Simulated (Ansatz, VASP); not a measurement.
TiCd: VASP beside Ansatz

```
CELL_PARAMETERS angstrom
2.96208 0.00000 0.00000
0.00000 2.96208 0.00000
0.00000 0.00000 8.95400
ATOMIC_POSITIONS crystal
Ti 0.00000 0.50000 0.60800
Ti 0.50000 0.00000 0.39200
Cd 0.00000 0.50000 0.13000
Cd 0.50000 0.00000 0.87000
```

Change from the starting cell: equal xx and yy strain of +2 %, crystal datasets.

Alike in both runs: task electric field gradients; functional PBEsol; k mesh 11 × 11 × 4; occupations fermi-dirac, width 0.08 eV; no spin polarisation.

```csv
,VASP,Ansatz
version,VASP 6.6.1,Ansatz 0.2.0
potentials or method,"VASP PAW PBE potentials, release 64 (Ti_sv, Cd), cutoff 520 eV","all-electron PAW with datasets made for the crystal, scalar-relativistic"
```

VASP gave:

* pressure (GPa): -6.1
* traceless stress, the component that is largest in VASP (GPa): 0.95
* rms of the force components (eV/Å): 0.097
* size of Vzz on the site where it differs most (V/Å²): 35.5

Q: Estimate Ansatz's values.

A: Pressure (GPa): -6.3; traceless stress, the component that is largest in VASP (GPa): 0.98; rms of the force components (eV/Å): 0.093; size of Vzz on the site where it differs most (V/Å²): 40.7.

VASP's potentials were made for PBE, not for PBEsol. Atom by atom the forces differ by 0.009 eV/Å (rms over components). Ansatz ran all-electron here, and VASP with PAW potentials.
